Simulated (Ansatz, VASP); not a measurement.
## Pd in VASP and in Ansatz

```xyz
1
Lattice="2.6473 0.0000 0.0000 0.0000 2.6473 0.0000 0.0000 0.0000 2.6473" Properties=species:S:1:pos:R:3 pbc="T T T"
Pd    0.0000    0.0000    0.0000
```

Change from the starting cell: volume scaled by 1.04, PAW files.

Alike in both runs: task electric field gradients; functional PBE; k mesh 13 × 13 × 13; occupations fermi-dirac, width 0.03 eV; no spin polarisation.

|  | VASP | Ansatz |
| --- | --- | --- |
| version | VASP 6.6.1 | Ansatz 0.2.0 |
| potentials or method | VASP PAW PBE potentials, release 64 (Pd) | PAW with Ansatz's default frozen-core files, scalar-relativistic |
| plane-wave cutoff (eV) | 520 | 420 |
| valence electrons in the cell | 10 | 18 |

Ansatz gave:

| Property | Result |
| --- | --- |
| pressure (GPa) | -4.3 |

**Question.** What did VASP give for the same quantities?

**Answer.** Pressure (GPa): -4.6.

With one functional, cell and mesh, what is left measures potentials, basis and numerics. VASP's potentials hold 10 valence electrons a cell and Ansatz's 18, so a difference there can come from the potentials and not from the codes.
